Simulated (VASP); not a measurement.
# AlN (Fm-3m) in VASP: a series of runs

Aim: see how the results for AlN move with the level of theory and the settings. Levels: PBE, PBEsol+D3(BJ), PBEsol+D4, RPBE+D3(BJ). Tasks: single point, relaxation of cell and atoms.

Program: VASP 6.6.1. These are calculated values, not measurements. Logs are shortened: lines on timing, memory, paths and dates and some standing lists are left out, and cuts for length are marked.

## Step 1: The cell of the first run

It takes space group Fm-3m (No. 225, cubic). The conventional cell has a = 4.069 Å, b = 4.069 Å, c = 4.069 Å, α = 90.00°, β = 90.00°, γ = 90.00°. Al (site symmetry m-3m) has 6 N at 2.03 Å within 2.7 Å. Within 2.7 Å of N (site symmetry m-3m) lie 6 Al at 2.03 Å.

## Step 2: Single point, PBE

Contents of INCAR:

```
PREC = Accurate
ENCUT = 520
EDIFF = 1E-6
ISMEAR = 0
SIGMA = 0.028999999999999998
LREAL = False
LASPH = True
NELM = 80
ALGO = Normal
ISIF = 2
LWAVE = False
LCHARG = False
GGA = PE
NBANDS = 11
```

Contents of KPOINTS:

```
regular mesh
0
Gamma
  11 11 11
```

Contents of POSCAR:

```
AlN
1.0
    0.0000000000      2.0345180000      2.0345180000
    2.0345180000      0.0000000000      2.0345180000
    2.0345180000      2.0345180000      0.0000000000
Al N
1 1
Direct
    0.5000000000      0.5000000000      0.5000000000
    0.0000000000      0.0000000000      0.0000000000
```

Potentials or basis: VASP PAW PBE potentials, release 64 (Al, N).

Launch:

```console
> cat potpaw_PBE.64/Al/POTCAR potpaw_PBE.64/N/POTCAR > POTCAR
> mpirun -np 1 vasp_std > vasp.out
```

OUTCAR:

```text
PREC = Accurate
   ENCUT = 520
   EDIFF = 1E-6
   ISMEAR = 0
   LREAL = False
   LASPH = True
   NELM = 80
   ISIF = 2
   GGA = PE

 ion  position               nearest neighbor table
   1  0.500  0.500  0.500-   2 2.03   2 2.03   2 2.03   2 2.03   2 2.03   2 2.03
   2  0.000  0.000  0.000-   1 2.03   1 2.03   1 2.03   1 2.03   1 2.03   1 2.03

  LATTYP: Found a face centered cubic cell.
 ALAT       =     4.0690360000

  Lattice vectors:

 A1 = (   0.0000000000,   2.0345180000,   2.0345180000)
 A2 = (   2.0345180000,   0.0000000000,   2.0345180000)
 A3 = (   2.0345180000,   2.0345180000,   0.0000000000)

Analysis of symmetry for initial positions (statically):
=====================================================================
 Subroutine PRICEL returns:
 Original cell was already a primitive cell.

 Routine SETGRP: Setting up the symmetry group for a
 face centered cubic supercell.

 Subroutine GETGRP returns: Found 48 space group operations
 (whereof 48 operations were pure point group operations)
 out of a pool of 48 trial point group operations.

The static configuration has the point symmetry O_h .

Analysis of symmetry for dynamics (positions and initial velocities):
=====================================================================
 Subroutine PRICEL returns:
 Original cell was already a primitive cell.

 Routine SETGRP: Setting up the symmetry group for a
 face centered cubic supercell.

 Subroutine GETGRP returns: Found 48 space group operations
 (whereof 48 operations were pure point group operations)
 out of a pool of 48 trial point group operations.

The dynamic configuration has the point symmetry O_h .

 Subroutine INISYM returns: Found 48 space group operations
 (whereof 48 operations are pure point group operations),
 and found     1 'primitive' translations

----------------------------------------------------------------------------------------

                                     Primitive cell

  volume of cell :      16.8428

  direct lattice vectors                    reciprocal lattice vectors
     0.000000000  2.034518000  2.034518000    -0.245758455  0.245758455  0.245758455
     2.034518000  0.000000000  2.034518000     0.245758455 -0.245758455  0.245758455
     2.034518000  2.034518000  0.000000000     0.245758455  0.245758455 -0.245758455

  length of vectors
     2.877242948  2.877242948  2.877242948     0.425666130  0.425666130  0.425666130

  position of ions in fractional coordinates (direct lattice)
     0.500000000  0.500000000  0.500000000
[... 82 lines left out ...]
   IBRION =     -1    ionic relax: 0-MD 1-quasi-New 2-CG
   NFREE  =      0    steps in history (QN), initial steepest desc. (CG)
   ISIF   =      2    stress and relaxation
   ISYM   =      2    0-nonsym 1-usesym 2-fastsym
   POTIM  = 0.5000    time-step for ionic-motion
   TEBEG  =    0.0;   TEEND  =   0.0 temperature during run
   PSTRESS=    0.0 pullay stress
   NELECT =       8.0000    total number of electrons
   NUPDOWN=      -1.0000    fix difference up-down
   EMIN   =  10.00;   EMAX   =-10.00  energy-range for DOS
   EFERMI =   0.00;   METHOD = LEGACY
   ISMEAR =     0;   SIGMA  =   0.03  broadening in eV -4-tet -1-fermi 0-gaus
   EFERMI_NEDOS =   21; number of points for ismear=-14 and -15
   IALGO  =     38    algorithm
   IMIX   =      4    mixing-type and parameters
     AMIX     =   0.40;   BMIX     =  1.00
     AMIX_MAG =   1.60;   BMIX_MAG =  1.00
  volume/ion in A,a.u.               =       8.42        56.83
  Fermi-wavevector in a.u.,A,eV,Ry     =   1.277321  2.413786 22.198561  1.631548
  Thomas-Fermi vector in A             =   2.409927
   LORBIT       =      0    0 simple, 1 ext, 2 COOP (PROOUT), +10 PAW based schemes
   GGA     = PE    functional components
   LHFCALC =     F    Hartree Fock is set to
   AEXX    =    0.0000 exact exchange contribution
   IVDW    =     0    specifies the selected vdW correction
   LEPSILON=     F    determine dielectric tensor
   LRPA    =     F    only Hartree local field effects (RPA)
 non-spin polarized calculation
 Gauss-broadening in eV      SIGMA  =   0.03
  energy-cutoff  :      520.00
  volume of cell :       16.84
 maximum number of plane-waves:       465
 NGX is ok and might be reduce to    24
   NGX = 11   NGY = 11   NGZ = 11

 number of electron       7.9999999 magnetization

 Free energy of the ion-electron system (eV)
  ---------------------------------------------------
  ext. energy  EPLUGINS =         0.00000000
  ---------------------------------------------------
  free energy    TOTEN  =       -14.54593292 eV

  energy without entropy =      -14.54593292  energy(sigma->0) =      -14.54593292

 E-fermi :   9.9143     XC(G=0): -12.1964

 val. band max:        9.7178281814   @ k =   0.0000   0.0000   0.0000
 cond. band min:      14.2711095014   @ k =   0.4545   0.4545   0.0000
 fundamental gap:      4.5532813200
 Fermi energy:         9.9142995861

 k-point     1 :       0.0000    0.0000    0.0000
  band No.  band energies     occupation
      1      -7.6628      2.00000
      2       9.7178      2.00000
      3       9.7178      2.00000
      4       9.7178      2.00000
      5      15.1241      0.00000
      6      21.8233      0.00000
      7      21.8233      0.00000
      8      21.8233      0.00000
      9      26.9128      0.00000
     10      27.3673      0.00000
     11      27.3673      0.00000
[... 309 lines left out ...]
 k-point    24 :      -0.1818    0.1818    0.0000
  band No.  band energies     occupation
      1      -6.0005      2.00000
      2       5.2644      2.00000
      3       7.2707      2.00000
      4       9.1942      2.00000
      5      17.9719      0.00000
      6      19.5542      0.00000
      7      20.7381      0.00000
      8      22.2128      0.00000
      9      24.1662      0.00000
     10      28.1861      0.00000
     11      29.6156      0.00000

 [... further k-points ...]
[... 5 lines left out ...]
  --------------------------------------------------------------------------------------
  -------------------------------------------------------------------------------------
  Total        0.0006487      0.0006487      0.0006487     -0.0000000      0.0000000      0.0000000
  in kB        0.0617075      0.0617075      0.0617075     -0.0000000      0.0000000      0.0000000
  external PRESSURE =       0.0617075 kB  Pullay stress =       0.0000000 kB

 VOLUME and BASIS-vectors are now :
 -----------------------------------------------------------------------------
  energy-cutoff  :      520.00
  volume of cell :       16.84
      direct lattice vectors                 reciprocal lattice vectors
     0.000000000  2.034518000  2.034518000    -0.245758455  0.245758455  0.245758455
     2.034518000  0.000000000  2.034518000     0.245758455 -0.245758455  0.245758455
     2.034518000  2.034518000  0.000000000     0.245758455  0.245758455 -0.245758455

 POSITION                                       TOTAL-FORCE (eV/Angst)
 -----------------------------------------------------------------------------------
      2.03452      2.03452      2.03452         0.000000      0.000000      0.000000
      0.00000      0.00000      0.00000        -0.000000     -0.000000     -0.000000
 -----------------------------------------------------------------------------------
    total drift:                                0.000000     -0.000000     -0.000000

  FREE ENERGIE OF THE ION-ELECTRON SYSTEM (eV)
  ---------------------------------------------------
  free  energy   TOTEN  =       -14.5459329235 eV

  energy  without entropy=      -14.5459329235  energy(sigma->0) =      -14.54593292
```

stdout:

```text
POSCAR found type information on POSCAR AlN
 POSCAR found :  2 types and       2 ions
 scaLAPACK will be used
 LDA part: xc-table for (Slater+PW92), standard interpolation
 POSCAR, INCAR and KPOINTS ok, starting setup
 FFT: planning ... GRIDC
 FFT: planning ... GRID_SOFT
 FFT: planning ... GRID
 WAVECAR not read
 entering main loop
```

It took 6.3 s on 1 thread of Intel Xeon 6975P-C, shared host; peak memory 0.14 GiB.

Results:

* Free energy: -14.5459 eV
* Pressure: 0.0 GPa
* Band gap on the k mesh: 4.55 eV, indirect (least direct gap 5.41 eV)

A k mesh can miss the band edges. As with any semilocal functional, this PBE gap is likely too small.

## Step 3: Single point, PBE

Contents of INCAR:

```
ALGO = Normal
EDIFF = 1E-7
ENCUT = 520
GGA = PE
ISIF = 2
ISMEAR = 0
LASPH = T
LCHARG = F
LREAL = F
LWAVE = F
NBANDS = 11
NELM = 60
PREC = Accurate
SIGMA = 0.03
```

Contents of KPOINTS:

```
k-points
0
Gamma
  11 11 11
```

POSCAR is that of step 2.

Potentials or basis: VASP PAW PBE potentials, release 64 (Al, N).

Launch:

```console
> cat potpaw_PBE.64/Al/POTCAR potpaw_PBE.64/N/POTCAR > POTCAR
> mpirun -np 1 vasp_std > vasp.out
```

OUTCAR:

```text
EDIFF = 1E-7
   ENCUT = 520
   GGA = PE
   ISIF = 2
   ISMEAR = 0
   LASPH = T
   LREAL = F
   NELM = 60
   PREC = Accurate

 ion  position               nearest neighbor table
   1  0.500  0.500  0.500-   2 2.03   2 2.03   2 2.03   2 2.03   2 2.03   2 2.03
   2  0.000  0.000  0.000-   1 2.03   1 2.03   1 2.03   1 2.03   1 2.03   1 2.03

  LATTYP: Found a face centered cubic cell.
 ALAT       =     4.0690360000

  Lattice vectors:

 A1 = (   0.0000000000,   2.0345180000,   2.0345180000)
 A2 = (   2.0345180000,   0.0000000000,   2.0345180000)
 A3 = (   2.0345180000,   2.0345180000,   0.0000000000)

Analysis of symmetry for initial positions (statically):
=====================================================================
 Subroutine PRICEL returns:
 Original cell was already a primitive cell.

 Routine SETGRP: Setting up the symmetry group for a
 face centered cubic supercell.

 Subroutine GETGRP returns: Found 48 space group operations
 (whereof 48 operations were pure point group operations)
 out of a pool of 48 trial point group operations.

The static configuration has the point symmetry O_h .

Analysis of symmetry for dynamics (positions and initial velocities):
=====================================================================
 Subroutine PRICEL returns:
 Original cell was already a primitive cell.

 Routine SETGRP: Setting up the symmetry group for a
 face centered cubic supercell.

 Subroutine GETGRP returns: Found 48 space group operations
 (whereof 48 operations were pure point group operations)
 out of a pool of 48 trial point group operations.

The dynamic configuration has the point symmetry O_h .

 Subroutine INISYM returns: Found 48 space group operations
 (whereof 48 operations are pure point group operations),
 and found     1 'primitive' translations

----------------------------------------------------------------------------------------

                                     Primitive cell

  volume of cell :      16.8428

  direct lattice vectors                    reciprocal lattice vectors
     0.000000000  2.034518000  2.034518000    -0.245758455  0.245758455  0.245758455
     2.034518000  0.000000000  2.034518000     0.245758455 -0.245758455  0.245758455
     2.034518000  2.034518000  0.000000000     0.245758455  0.245758455 -0.245758455

  length of vectors
     2.877242948  2.877242948  2.877242948     0.425666130  0.425666130  0.425666130

  position of ions in fractional coordinates (direct lattice)
     0.500000000  0.500000000  0.500000000
     0.000000000  0.000000000  0.000000000

  ion indices of the primitive-cell ions
   primitive index   ion index
                 1           1
                 2           2

----------------------------------------------------------------------------------------

 KPOINTS: k-points

Automatic generation of k-mesh.
 Grid dimensions read from file:
 generate k-points for:   11   11   11

 Generating k-lattice:

  Cartesian coordinates                     Fractional coordinates (reciprocal lattice)
    -0.022341678  0.022341678  0.022341678     0.090909091  0.000000000  0.000000000
     0.022341678 -0.022341678  0.022341678     0.000000000  0.090909091  0.000000000
     0.022341678  0.022341678 -0.022341678     0.000000000  0.000000000  0.090909091

  Length of vectors
     0.038696921  0.038696921  0.038696921

  Shift w.r.t. Gamma in fractional coordinates (k-lattice)
     0.000000000  0.000000000  0.000000000

 Subroutine IBZKPT returns following result:
 ===========================================

 Found     56 irreducible k-points:

 Following reciprocal coordinates:
            Coordinates               Weight
  0.000000  0.000000  0.000000      1.000000
  0.090909  0.000000  0.000000      8.000000
  0.181818  0.000000  0.000000      8.000000
  0.272727  0.000000  0.000000      8.000000
  0.363636  0.000000  0.000000      8.000000
  0.454545  0.000000  0.000000      8.000000
[... 16 lines left out ...]
 -0.272727  0.181818  0.000000     24.000000
 -0.181818  0.181818  0.000000     12.000000
 [... further k-points ...]
   k-points           NKPTS =     56   k-points in BZ     NKDIM =     56   number of bands    NBANDS=     11
   number of dos      NEDOS =    301   number of ions     NIONS =      2
   total plane-waves  NPLWV =  13824
   dimension x,y,z NGX =    24 NGY =   24 NGZ =   24
   dimension x,y,z NGXF=    48 NGYF=   48 NGZF=   48
   ions per type =               1   1
   NGX,Y,Z   is equivalent  to a cutoff of  13.87, 13.87, 13.87 a.u.
   NGXF,Y,Z  is equivalent  to a cutoff of  27.73, 27.73, 27.73 a.u.
 SYSTEM =  unknown system
   PREC   = accura    normal or accurate (medium, high low for compatibility)
   ISTART =      0    job   : 0-new  1-cont  2-samecut
   ICHARG =      2    charge: 1-file 2-atom 10-const
   ISPIN  =      1    spin polarized calculation?
   LNONCOLLINEAR =      F non collinear calculations
   LSORBIT =      F    spin-orbit coupling
   LASPH  =      T    aspherical Exc in radial PAW
   ENCUT  =  520.0 eV  38.22 Ry    6.18 a.u.   5.35  5.35  5.35*2*pi/ulx,y,z
   NELM   =     60;   NELMIN=  2; NELMDL= -5     # of ELM steps
   EDIFF  = 0.1E-06   stopping-criterion for ELM
   LREAL  =      F    real-space projection
   EDIFFG = 0.1E-05   stopping-criterion for IOM
   NSW    =      0    number of steps for IOM
   IBRION =     -1    ionic relax: 0-MD 1-quasi-New 2-CG
   NFREE  =      0    steps in history (QN), initial steepest desc. (CG)
   ISIF   =      2    stress and relaxation
   ISYM   =      2    0-nonsym 1-usesym 2-fastsym
   POTIM  = 0.5000    time-step for ionic-motion
   TEBEG  =    0.0;   TEEND  =   0.0 temperature during run
   PSTRESS=    0.0 pullay stress
   NELECT =       8.0000    total number of electrons
   NUPDOWN=      -1.0000    fix difference up-down
   EMIN   =  10.00;   EMAX   =-10.00  energy-range for DOS
   EFERMI =   0.00;   METHOD = LEGACY
   ISMEAR =     0;   SIGMA  =   0.03  broadening in eV -4-tet -1-fermi 0-gaus
   EFERMI_NEDOS =   21; number of points for ismear=-14 and -15
   IALGO  =     38    algorithm
   IMIX   =      4    mixing-type and parameters
     AMIX     =   0.40;   BMIX     =  1.00
     AMIX_MAG =   1.60;   BMIX_MAG =  1.00
  volume/ion in A,a.u.               =       8.42        56.83
  Fermi-wavevector in a.u.,A,eV,Ry     =   1.277321  2.413786 22.198561  1.631548
  Thomas-Fermi vector in A             =   2.409927
   LORBIT       =      0    0 simple, 1 ext, 2 COOP (PROOUT), +10 PAW based schemes
   GGA     = PE    functional components
   LHFCALC =     F    Hartree Fock is set to
   AEXX    =    0.0000 exact exchange contribution
   IVDW    =     0    specifies the selected vdW correction
   LEPSILON=     F    determine dielectric tensor
   LRPA    =     F    only Hartree local field effects (RPA)
 non-spin polarized calculation
 Gauss-broadening in eV      SIGMA  =   0.03
  energy-cutoff  :      520.00
  volume of cell :       16.84
 maximum number of plane-waves:       465
 NGX is ok and might be reduce to    24
   NGX = 11   NGY = 11   NGZ = 11

 number of electron       7.9999999 magnetization

 Free energy of the ion-electron system (eV)
  ---------------------------------------------------
  ext. energy  EPLUGINS =         0.00000000
  ---------------------------------------------------
  free energy    TOTEN  =       -14.54593287 eV

  energy without entropy =      -14.54593287  energy(sigma->0) =      -14.54593287

 E-fermi :   9.9140     XC(G=0): -12.1964

 val. band max:        9.7177468753   @ k =   0.0000   0.0000   0.0000
 cond. band min:      14.2711248246   @ k =   0.4545   0.4545   0.0000
 fundamental gap:      4.5533779493
 Fermi energy:         9.9139573332

 k-point     1 :       0.0000    0.0000    0.0000
  band No.  band energies     occupation
      1      -7.6628      2.00000
      2       9.7177      2.00000
      3       9.7177      2.00000
      4       9.7177      2.00000
      5      15.1241      0.00000
      6      21.8233      0.00000
      7      21.8233      0.00000
      8      21.8233      0.00000
      9      26.9129      0.00000
     10      27.3673      0.00000
     11      27.3673      0.00000
[... 309 lines left out ...]
 k-point    24 :      -0.1818    0.1818    0.0000
  band No.  band energies     occupation
      1      -6.0006      2.00000
      2       5.2644      2.00000
      3       7.2706      2.00000
      4       9.1941      2.00000
      5      17.9719      0.00000
      6      19.5542      0.00000
      7      20.7381      0.00000
      8      22.2128      0.00000
      9      24.1661      0.00000
     10      28.1861      0.00000
     11      29.6157      0.00000

 [... further k-points ...]
[... 5 lines left out ...]
  --------------------------------------------------------------------------------------
  -------------------------------------------------------------------------------------
  Total        0.0010638      0.0010638      0.0010638      0.0000000     -0.0000000      0.0000000
  in kB        0.1011927      0.1011927      0.1011927      0.0000000     -0.0000000      0.0000000
  external PRESSURE =       0.1011927 kB  Pullay stress =       0.0000000 kB

 VOLUME and BASIS-vectors are now :
 -----------------------------------------------------------------------------
  energy-cutoff  :      520.00
  volume of cell :       16.84
      direct lattice vectors                 reciprocal lattice vectors
     0.000000000  2.034518000  2.034518000    -0.245758455  0.245758455  0.245758455
     2.034518000  0.000000000  2.034518000     0.245758455 -0.245758455  0.245758455
     2.034518000  2.034518000  0.000000000     0.245758455  0.245758455 -0.245758455

 POSITION                                       TOTAL-FORCE (eV/Angst)
 -----------------------------------------------------------------------------------
      2.03452      2.03452      2.03452        -0.000000     -0.000000      0.000000
      0.00000      0.00000      0.00000         0.000000      0.000000     -0.000000
 -----------------------------------------------------------------------------------
    total drift:                                0.000000     -0.000000     -0.000000

  FREE ENERGIE OF THE ION-ELECTRON SYSTEM (eV)
  ---------------------------------------------------
  free  energy   TOTEN  =       -14.5459328724 eV

  energy  without entropy=      -14.5459328724  energy(sigma->0) =      -14.54593287
```

OSZICAR:

```text
N       E                     dE             d eps       ncg     rms          rms(c)
DAV:   1     0.604706059155E+01    0.60471E+01   -0.40342E+03  1240   0.666E+02
DAV:   2    -0.156171473670E+02   -0.21664E+02   -0.20581E+02  1517   0.121E+02
DAV:   3    -0.162719477917E+02   -0.65480E+00   -0.65297E+00  1514   0.185E+01
DAV:   4    -0.162741644826E+02   -0.22167E-02   -0.22166E-02  1376   0.116E+00
DAV:   5    -0.162741807330E+02   -0.16250E-04   -0.16250E-04  1468   0.102E-01    0.753E+00
DAV:   6    -0.145637923653E+02    0.17104E+01   -0.75785E+00  1358   0.145E+01    0.265E+00
DAV:   7    -0.145519428758E+02    0.11849E-01   -0.18148E-01  1349   0.309E+00    0.176E+00
DAV:   8    -0.145462903731E+02    0.56525E-02   -0.16725E-02  1325   0.112E+00    0.336E-01
DAV:   9    -0.145458777881E+02    0.41258E-03   -0.17637E-03  1415   0.247E-01    0.148E-01
DAV:  10    -0.145459393727E+02   -0.61585E-04   -0.15140E-04  1360   0.901E-02    0.411E-02
DAV:  11    -0.145459332674E+02    0.61053E-05   -0.20296E-05  1439   0.251E-02    0.804E-03
DAV:  12    -0.145459329258E+02    0.34159E-06   -0.64628E-07  1346   0.681E-03    0.148E-03
DAV:  13    -0.145459328724E+02    0.53399E-07   -0.15613E-08   724   0.812E-04
   1 F= -.14545933E+02 E0= -.14545933E+02  d E =-.100916E-22
```

It took 7.5 s on 1 thread of Intel Xeon 6975P-C, shared host; peak memory 0.13 GiB.

What came out:

- Free energy: -14.5459 eV
- Pressure: 0.0 GPa
- Band gap on the k mesh: 4.55 eV, indirect (least direct gap 5.41 eV)

A k mesh can miss the band edges. As with any semilocal functional, this PBE gap is likely too small.

(Part 1 of 2 ends here.)
